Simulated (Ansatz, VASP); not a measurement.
**Two plane-wave programs on Zn**

The input INCAR:

```
PREC = Accurate
ENCUT = 520
EDIFF = 1E-6
ISMEAR = 0
SIGMA = 0.15
LREAL = F
LASPH = T
NELM = 60
ALGO = Fast
ISIF = 2
LWAVE = F
LCHARG = F
GGA = PE
NBANDS = 12
```

File KPOINTS:

```
Automatic mesh
0
Gamma
  22 22 22
```

Contents of POSCAR:

```
Zn
1.0
   -1.6317984800      1.5690370000      1.5690370000
    1.6317984800     -1.5690370000      1.5690370000
    1.6317984800      1.5690370000     -1.5690370000
Zn
1
Direct
    0.0000000000      0.0000000000      0.0000000000
```

Input for Ansatz:

```yaml
crystal:
  lattice:
    - [-1.63179848, 1.569037, 1.569037]
    - [1.63179848, -1.569037, 1.569037]
    - [1.63179848, 1.569037, -1.569037]
  atoms:
    - { symbol: Zn, position: [0.0, 0.0, 0.0] }
basis:
  ecutwfc: 420
kpoints:
  mp_grid: { grid: [22, 22, 22] }
hamiltonian:
  xc: pbe
scf:
  occupations: { method: gaussian, width: 0.15 }
output:
  forces: true
  stress: true
  eigenvalues: true
```

Change from the starting cell: strain +0.0400 x Voigt [1, 0, 0, 0, 0, 0], atoms carried along.

Alike in both runs: task single point; functional PBE; k mesh 22 × 22 × 22; occupations gaussian, width 0.15 eV; no spin polarisation.

```csv
,VASP,Ansatz
version,VASP 6.6.1,Ansatz 0.2.0
potentials or method,"VASP PAW PBE potentials, release 64 (Zn), cutoff 520 eV","scalar-relativistic, plane waves, PAW"
valence electrons in the cell,12,12
```

Ansatz gave:

| Item | Value |
| --- | --- |
| gap on the k mesh at the Fermi level (eV) | none |
| pressure (GPa) | -2.5 |
| traceless stress, the component that is largest in VASP (GPa) | 0.92 |

Task: Estimate VASP's values.

Result: gap on the k mesh at the Fermi level (eV): none; pressure (GPa): -2.3; traceless stress, the component that is largest in VASP (GPa): 0.92.

A gap of «none» marks a metal or a gap that the smearing closes. With one functional, cell and mesh, what is left measures potentials, basis and numerics.
